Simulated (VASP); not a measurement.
Here is a VASP 6.6.1 calculation.

File INCAR:

```
SYSTEM = Si32Ag
PREC     = Accurate       ! precision mode
ENCUT    = 520            ! plane-wave cutoff, eV
EDIFF    = 1E-7           ! SCF threshold, eV
ISMEAR   = 0              ! smearing method
SIGMA    = 0.02           ! smearing width, eV
LREAL    = Auto         
LASPH    = .True.         ! aspherical terms in the spheres
NELM     = 60             ! most SCF steps
ALGO     = Normal         ! electronic algorithm
ISIF     = 2              ! what is computed and relaxed
LWAVE    = .False.        ! write WAVECAR
LCHARG   = .False.        ! write CHGCAR
GGA      = PE             ! functional
NELECT   = 138.0        
NBANDS   = 92             ! bands
```

KPOINTS

```
Automatic mesh
0
Gamma
  2 2 2
  0.5 0.5 0.5
```

POSCAR

```
Si32Ag
1.0
   -5.4700937627     -5.4700937627      5.4700937627
    5.4700937627     -5.4700937627     -5.4700937627
    5.4700937627      5.4700937627      5.4700937627
Si Ag
32 1
Direct
    0.2499970858      0.7500263575      0.7500025005
   -0.0001320818      0.7454589769     -0.0045417869
    0.4892162029      0.4893082488      0.7392517707
    0.2500593334      0.5000005701      0.0000749530
   -0.0001018264      0.5106104431      0.2499328274
    0.7454573316      0.7454687574      0.2498954423
    0.4999877733      0.7499993927      0.4999795467
   -0.0001014608     -0.0000130711      0.7603945527
    0.7500028661      0.2500139046      0.7499835794
    0.4999745194      0.2499859343     -0.0000085922
    0.2544162971      0.2545198602      0.2499974515
   -0.0000135281      0.2545090743      0.5044362345
    0.7500590809      0.4999965483      0.5000715927
    0.7454861245     -0.0000367453     -0.0045033963
    0.5103035014     -0.0000138023      0.2499309078
    0.2544481064     -0.0000011883      0.5044823032
    0.2518434893      0.7503336648      0.5018422205
    0.0000275132      0.7482013431      0.7485131293
    0.5015388436      0.5015159920      0.4995861348
    0.2495512068      0.5015260467      0.7515494575
    0.0000304382      0.4984878904     -0.0019111190
    0.7353119845      0.7352487315     -0.0147066949
    0.4985033380      0.7482143227      0.2500248733
    0.0000687374      0.0000056672      0.5143869780
    0.7502762618      0.2517699074      0.5017913073
    0.5015149866      0.2496425215      0.7515145404
    0.2518075667      0.2517836183      0.0002999949
    0.0000593226      0.2646634706      0.2500427889
    0.7480445816      0.4984776529      0.2500309061
    0.7480773050      0.0000060328      0.7484732763
    0.4984753678      0.0000049359     -0.0018659644
    0.2642688705      0.0000080437      0.2500594248
   -0.0004950555     -0.0000679147      0.2496427958
```

Potentials or basis: VASP PAW PBE potentials, release 64 (Si, Ag).

The run is started by

```bash
$ cat potpaw_PBE.64/Si/POTCAR potpaw_PBE.64/Ag/POTCAR > POTCAR
$ mpirun -np 1 vasp_std > vasp.out
```

(1) Predict the largest force.

## Answers

(1) 0.008 eV/Å.

Caveat: the cell carries a net charge on a neutralising background, which shifts energy and pressure.
